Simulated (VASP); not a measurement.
# Ge in VASP: further runs

The runs below take Ge through single point, with LDA.

Everything below comes from runs of VASP 6.6.1. Logs are shortened: lines on timing, memory, paths and dates and some standing lists are left out, and cuts for length are marked.

### Step 1. The cell of the first run

The cell holds a slab with vacuum, 2 atoms: a = 3.951 Å, b = 3.951 Å, c = 28.000 Å, α = 90.00°, β = 90.00°, γ = 120.00°.

### Step 2. Single point, LDA

Contents of INCAR:

```
PREC = Accurate
ENCUT = 520
EDIFF = 1E-7
ISMEAR = 0
SIGMA = 0.1
LREAL = F
LASPH = T
NELM = 80
ALGO = Normal
ISIF = 2
LWAVE = F
LCHARG = F
LDIPOL = T
IDIPOL = 3
DIPOL = 0.5 0.5 0.500
NBANDS = 21
```

Contents of KPOINTS:

```
regular mesh
0
Gamma
  12 12 1
```

Contents of POSCAR:

```
Ge
1.0
    3.9510956962      0.0000000000      0.0000000000
   -1.9755478481      3.4217492457      0.0000000000
    0.0000000000      0.0000000000     28.0000000000
Ge
2
Direct
    0.3333333333      0.6666666667      0.5113884634
    0.6666666667      0.3333333333      0.4886115366
```

Potentials or basis: VASP PAW LDA potentials, release 64 (Ge_d).

Command:

```console
$ cat potpaw_LDA.64/Ge_d/POTCAR > POTCAR
$ mpirun -np 1 vasp_std > vasp.out
```

OUTCAR:

```text
PREC = Accurate
   ENCUT = 520
   EDIFF = 1E-7
   ISMEAR = 0
   LREAL = F
   LASPH = T
   NELM = 80
   ISIF = 2

 ion  position               nearest neighbor table
   1  0.333  0.667  0.511-   2 2.37   2 2.37   2 2.37
   2  0.667  0.333  0.489-   1 2.37   1 2.37   1 2.37

  LATTYP: Found a hexagonal cell.
 ALAT       =     3.9510956962
 C/A-ratio  =     7.0866418211

  Lattice vectors:

 A1 = (   3.9510956962,   0.0000000000,   0.0000000000)
 A2 = (  -1.9755478481,   3.4217492457,   0.0000000000)
 A3 = (   0.0000000000,   0.0000000000,  28.0000000000)

Analysis of symmetry for initial positions (statically):
=====================================================================
 Subroutine PRICEL returns:
 Original cell was already a primitive cell.

 Routine SETGRP: Setting up the symmetry group for a
 hexagonal supercell.

 Subroutine GETGRP returns: Found 12 space group operations
 (whereof 12 operations were pure point group operations)
 out of a pool of 24 trial point group operations.

The static configuration has the point symmetry D_3d.

Analysis of symmetry for dynamics (positions and initial velocities):
=====================================================================
 Subroutine PRICEL returns:
 Original cell was already a primitive cell.

 Routine SETGRP: Setting up the symmetry group for a
 hexagonal supercell.

 Subroutine GETGRP returns: Found 12 space group operations
 (whereof 12 operations were pure point group operations)
 out of a pool of 24 trial point group operations.

The dynamic configuration has the point symmetry D_3d.

 Subroutine INISYM returns: Found 12 space group operations
 (whereof 12 operations are pure point group operations),
 and found     1 'primitive' translations

----------------------------------------------------------------------------------------

                                     Primitive cell

  volume of cell :     378.5504

  direct lattice vectors                    reciprocal lattice vectors
     3.951095696  0.000000000  0.000000000     0.253094351  0.146124092  0.000000000
    -1.975547848  3.421749246  0.000000000     0.000000000  0.292248183  0.000000000
     0.000000000  0.000000000 28.000000000     0.000000000  0.000000000  0.035714286

  length of vectors
     3.951095696  3.951095696 28.000000000     0.292248183  0.292248183  0.035714286

  position of ions in fractional coordinates (direct lattice)
     0.333333333  0.666666667  0.511388463
     0.666666667  0.333333333  0.488611537

  ion indices of the primitive-cell ions
   primitive index   ion index
                 1           1
                 2           2

----------------------------------------------------------------------------------------

 KPOINTS: regular mesh

Automatic generation of k-mesh.
 Grid dimensions read from file:
 generate k-points for:   12   12    1

 Generating k-lattice:

  Cartesian coordinates                     Fractional coordinates (reciprocal lattice)
     0.021091196  0.012177008  0.000000000     0.083333333  0.000000000  0.000000000
     0.000000000  0.024354015  0.000000000     0.000000000  0.083333333  0.000000000
     0.000000000  0.000000000  0.035714286     0.000000000  0.000000000  1.000000000

  Length of vectors
     0.024354015  0.024354015  0.035714286

  Shift w.r.t. Gamma in fractional coordinates (k-lattice)
     0.000000000  0.000000000  0.000000000

 Subroutine IBZKPT returns following result:
 ===========================================

 Found     19 irreducible k-points:

 Following reciprocal coordinates:
            Coordinates               Weight
  0.000000  0.000000  0.000000      1.000000
  0.083333  0.000000  0.000000      6.000000
  0.166667  0.000000  0.000000      6.000000
  0.250000  0.000000  0.000000      6.000000
  0.333333  0.000000  0.000000      6.000000
  0.416667  0.000000  0.000000      6.000000
[... 11 lines left out ...]
  0.333333  0.250000  0.000000     12.000000
  0.333333  0.333333  0.000000      2.000000
   k-points           NKPTS =     19   k-points in BZ     NKDIM =     19   number of bands    NBANDS=     21
   number of dos      NEDOS =    301   number of ions     NIONS =      2
   total plane-waves  NPLWV = 189000
   dimension x,y,z NGX =    30 NGY =   30 NGZ =  210
   dimension x,y,z NGXF=    60 NGYF=   60 NGZF=  420
   ions per type =               2
   NGX,Y,Z   is equivalent  to a cutoff of  12.62, 12.62, 12.47 a.u.
   NGXF,Y,Z  is equivalent  to a cutoff of  25.25, 25.25, 24.94 a.u.
 SYSTEM =  unknown system
   PREC   = accura    normal or accurate (medium, high low for compatibility)
   ISTART =      0    job   : 0-new  1-cont  2-samecut
   ICHARG =      2    charge: 1-file 2-atom 10-const
   ISPIN  =      1    spin polarized calculation?
   LNONCOLLINEAR =      F non collinear calculations
   LSORBIT =      F    spin-orbit coupling
   LASPH  =      T    aspherical Exc in radial PAW
   ENCUT  =  520.0 eV  38.22 Ry    6.18 a.u.   7.35  7.35 52.06*2*pi/ulx,y,z
   NELM   =     80;   NELMIN=  2; NELMDL= -5     # of ELM steps
   EDIFF  = 0.1E-06   stopping-criterion for ELM
   LREAL  =      F    real-space projection
   EDIFFG = 0.1E-05   stopping-criterion for IOM
   NSW    =      0    number of steps for IOM
   IBRION =     -1    ionic relax: 0-MD 1-quasi-New 2-CG
   NFREE  =      0    steps in history (QN), initial steepest desc. (CG)
   ISIF   =      2    stress and relaxation
   ISYM   =      2    0-nonsym 1-usesym 2-fastsym
   POTIM  = 0.5000    time-step for ionic-motion
   TEBEG  =    0.0;   TEEND  =   0.0 temperature during run
   PSTRESS=    0.0 pullay stress
   NELECT =      28.0000    total number of electrons
   NUPDOWN=      -1.0000    fix difference up-down
   EMIN   =  10.00;   EMAX   =-10.00  energy-range for DOS
   EFERMI =   0.00;   METHOD = LEGACY
   ISMEAR =     0;   SIGMA  =   0.10  broadening in eV -4-tet -1-fermi 0-gaus
   EFERMI_NEDOS =   21; number of points for ismear=-14 and -15
   IALGO  =     38    algorithm
   IMIX   =      4    mixing-type and parameters
     AMIX     =   0.40;   BMIX     =  1.00
     AMIX_MAG =   1.60;   BMIX_MAG =  1.00
  volume/ion in A,a.u.               =     189.28      1277.29
  Fermi-wavevector in a.u.,A,eV,Ry     =   0.687205  1.298629  6.425359  0.472251
  Thomas-Fermi vector in A             =   1.767653
   LORBIT       =      0    0 simple, 1 ext, 2 COOP (PROOUT), +10 PAW based schemes
   GGA     = CA    functional components
   LHFCALC =     F    Hartree Fock is set to
   AEXX    =    0.0000 exact exchange contribution
   IVDW    =     0    specifies the selected vdW correction
   LEPSILON=     F    determine dielectric tensor
   LRPA    =     F    only Hartree local field effects (RPA)
 non-spin polarized calculation
 Gauss-broadening in eV      SIGMA  =   0.10
  energy-cutoff  :      520.00
  volume of cell :      378.55
 maximum number of plane-waves:     10275
 NGX is ok and might be reduce to    30
   NGX = 15   NGY = 15   NGZ =105

 number of electron      28.0000014 magnetization

 dipolmoment           0.000000      0.000000     -0.000000 electrons x Angstroem

 Free energy of the ion-electron system (eV)
  ---------------------------------------------------
  ext. energy  EPLUGINS =         0.00000000
  ---------------------------------------------------
  free energy    TOTEN  =        -9.15651647 eV

  energy without entropy =       -9.15494928  energy(sigma->0) =       -9.15573287

 E-fermi :  -3.6070     XC(G=0):  -1.7111

 val. band max:       -3.6070250070   @ k =   0.3333   0.3333   0.0000
 cond. band min:      -3.6070250062   @ k =   0.3333   0.3333   0.0000
 fundamental gap:      0.0000000008
 Fermi energy:        -3.6070250068

 k-point     1 :       0.0000    0.0000    0.0000
  band No.  band energies     occupation
      1     -28.3104      2.00000
      2     -28.3104      2.00000
      3     -28.2512      2.00000
      4     -28.2512      2.00000
      5     -28.2433      2.00000
      6     -28.1467      2.00000
[... 13 lines left out ...]
     20       1.1036      0.00000
     21       1.4822      0.00000

 k-point     2 :       0.0833    0.0000    0.0000
  band No.  band energies     occupation
      1     -28.3154      2.00000
      2     -28.3149      2.00000
      3     -28.2570      2.00000
      4     -28.2456      2.00000
      5     -28.2340      2.00000
      6     -28.1426      2.00000
[... 13 lines left out ...]
     20       1.1870      0.00000
     21       1.5406      0.00000

 k-point     3 :       0.1667    0.0000    0.0000
  band No.  band energies     occupation
      1     -28.3249      2.00000
      2     -28.3241      2.00000
      3     -28.2661      2.00000
      4     -28.2337      2.00000
      5     -28.2196      2.00000
      6     -28.1316      2.00000
[... 13 lines left out ...]
     20       1.4727      0.00000
     21       1.6882      0.00000

 k-point     4 :       0.2500    0.0000    0.0000
  band No.  band energies     occupation
      1     -28.3327      2.00000
      2     -28.3322      2.00000
      3     -28.2774      2.00000
      4     -28.2221      2.00000
      5     -28.2089      2.00000
      6     -28.1172      2.00000
[... 13 lines left out ...]
     20       2.3291      0.00000
     21       2.3620      0.00000

 k-point     5 :       0.3333    0.0000    0.0000
  band No.  band energies     occupation
      1     -28.3390      2.00000
      2     -28.3348      2.00000
      3     -28.2896      2.00000
      4     -28.2141      2.00000
      5     -28.2048      2.00000
      6     -28.1082      2.00000
[... 13 lines left out ...]
     20       2.9465      0.00000
     21       3.0733      0.00000

 k-point     6 :       0.4167    0.0000    0.0000
  band No.  band energies     occupation
      1     -28.3425      2.00000
      2     -28.3328      2.00000
      3     -28.3010      2.00000
      4     -28.2102      2.00000
      5     -28.2050      2.00000
      6     -28.1070      2.00000
[... 13 lines left out ...]
     20       3.4606      0.00000
     21       3.6051      0.00000

 k-point     7 :       0.5000    0.0000    0.0000
  band No.  band energies     occupation
      1     -28.3437      2.00000
      2     -28.3303      2.00000
      3     -28.3066      2.00000
      4     -28.2092      2.00000
      5     -28.2057      2.00000
      6     -28.1070      2.00000
[... 13 lines left out ...]
     20       3.6792      0.00000
     21       3.9765      0.00000
[... 171 lines left out ...]
      1     -28.3626      2.00000
      2     -28.3212      2.00000
      3     -28.3026      2.00000
      4     -28.2098      2.00000
      5     -28.1743      2.00000
      6     -28.1189      2.00000
[... 13 lines left out ...]
     20       3.5865      0.00000
     21       3.6722      0.00000

 k-point    16 :       0.4167    0.1667    0.0000
  band No.  band energies     occupation
      1     -28.3651      2.00000
      2     -28.3180      2.00000
      3     -28.3073      2.00000
      4     -28.2059      2.00000
      5     -28.1777      2.00000
      6     -28.1143      2.00000
[... 13 lines left out ...]
     20       4.2392      0.00000
     21       4.4306      0.00000

 k-point    17 :       0.2500    0.2500    0.0000
  band No.  band energies     occupation
      1     -28.3666      2.00000
      2     -28.3203      2.00000
      3     -28.3014      2.00000
      4     -28.2101      2.00000
      5     -28.1533      2.00000
      6     -28.1343      2.00000
[... 13 lines left out ...]
     20       3.3071      0.00000
     21       3.5450      0.00000

 k-point    18 :       0.3333    0.2500    0.0000
  band No.  band energies     occupation
      1     -28.3729      2.00000
      2     -28.3154      2.00000
      3     -28.3073      2.00000
      4     -28.2039      2.00000
      5     -28.1514      2.00000
      6     -28.1273      2.00000
[... 13 lines left out ...]
     20       3.6966      0.00000
     21       4.1814      0.00000

 k-point    19 :       0.3333    0.3333    0.0000
  band No.  band energies     occupation
      1     -28.3767      2.00000
      2     -28.3111      2.00000
      3     -28.3111      2.00000
      4     -28.2011      2.00000
      5     -28.1336      2.00000
      6     -28.1336      2.00000
[... 13 lines left out ...]
     20       3.3855      0.00000
     21       3.5169      0.00000

------------------------ aborting loop because EDIFF is reached ----------------------------------------

 vacuum level on the upper side and lower side of the slab       (xc-potential included)        -0.007        -0.007

  FORCE on cell =-STRESS in cart. coord.  units (eV):
  Direction    XX          YY          ZZ          XY          YZ          ZX
  --------------------------------------------------------------------------------------
  -------------------------------------------------------------------------------------
  Total        0.0495389      0.0495389     -0.0113978     -0.0000000      0.0000000      0.0000000
  in kB        0.2096685      0.2096685     -0.0482402     -0.0000000      0.0000000      0.0000000
  external PRESSURE =       0.1236989 kB  Pullay stress =       0.0000000 kB

 VOLUME and BASIS-vectors are now :
 -----------------------------------------------------------------------------
  energy-cutoff  :      520.00
  volume of cell :      378.55
      direct lattice vectors                 reciprocal lattice vectors
     3.951095696  0.000000000  0.000000000     0.253094351  0.146124092  0.000000000
    -1.975547848  3.421749246  0.000000000     0.000000000  0.292248183  0.000000000
     0.000000000  0.000000000 28.000000000     0.000000000  0.000000000  0.035714286

 POSITION                                       TOTAL-FORCE (eV/Angst)
 -----------------------------------------------------------------------------------
     -0.00000      2.28117     14.31888        -0.000000      0.000000      0.003051
      1.97555      1.14058     13.68112         0.000000     -0.000000     -0.003051
 -----------------------------------------------------------------------------------
    total drift:                                0.000000      0.000000     -0.000000

  FREE ENERGIE OF THE ION-ELECTRON SYSTEM (eV)
  ---------------------------------------------------
  free  energy   TOTEN  =        -9.1565164688 eV

  energy  without entropy=       -9.1549492755  energy(sigma->0) =       -9.15573287

 vacuum level on the upper side and lower side of the slab         1.087         1.087
```

Run time: 6.8 min. Hardware: 1 thread of Intel Xeon 8259CL, shared host; peak memory 0.4 GiB.

What came out:

| Property | Result |
| --- | --- |
| Free energy | -9.1565 eV |
| Largest force | 0.003 eV/Å |
| Band gap on the k mesh | zero (filled and empty bands touch) |

Forces on the atoms (eV/Å):
```
Ge   0.000  0.000  0.003
Ge   0.000  0.000 -0.003
```

[end of part 1 of 2]
